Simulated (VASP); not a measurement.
Crystal: TiC3.

```
CELL_PARAMETERS angstrom
3.70876 0.00000 0.00000
0.00000 3.70876 0.00000
0.00000 0.00000 3.70876
ATOMIC_POSITIONS crystal
Ti 0.00000 0.00000 0.00000
C 0.50000 0.00000 0.00000
C 0.00000 0.50000 0.00000
C 0.00000 0.00000 0.50000
```

The cell was built from a structure type or drawn by symmetry, and may not be a known phase.

```yaml
Program: VASP 6.6.1
Task: relaxation of cell and atoms
Functional: PBE
Potentials_or_basis: VASP PAW PBE potentials, release 64 (Ti_sv, C)
Cutoff: 600 eV
k_mesh: 6 × 6 × 6
Occupations: gaussian, width 0.1 eV
Spin: no spin polarisation
```

At the start: pressure 32.6 GPa; volume 12.75 Å³/atom.

Question: Where does the relaxation end?

Answer: Over 4 steps the energy falls by 332.6 meV/atom and the volume is 16.71 Å³/atom (+31.0 %); space group Pm-3m (No. 221, to 0.1 Å) before and after.

The path:
| step | energy change (eV) | largest force (eV/Å) | pressure (GPa) | volume (Å³) |
| --- | --- | --- | --- | --- |
| 1 | 0.0000 | 0.0000 | 32.65 | 51.01 |
| 2 | -1.2065 | 0.0000 | -6.41 | 72.71 |
| 3 | -1.3298 | 0.0000 | 0.48 | 66.44 |
| 4 | -1.3305 | 0.0000 | 0.01 | 66.83 |

Final structure:
```
Ti C
1.0
     4.05806    0.00000    0.00000
     0.00000    4.05806    0.00000
     0.00000    0.00000    4.05806
Ti C
1 3
Direct
  0.00000 0.00000 0.00000
  0.50000 0.00000 0.00000
  0.00000 0.50000 0.00000
  0.00000 0.00000 0.50000
```

Caveat: the volume moved by over 15 % at a fixed basis, so the end points are rough.
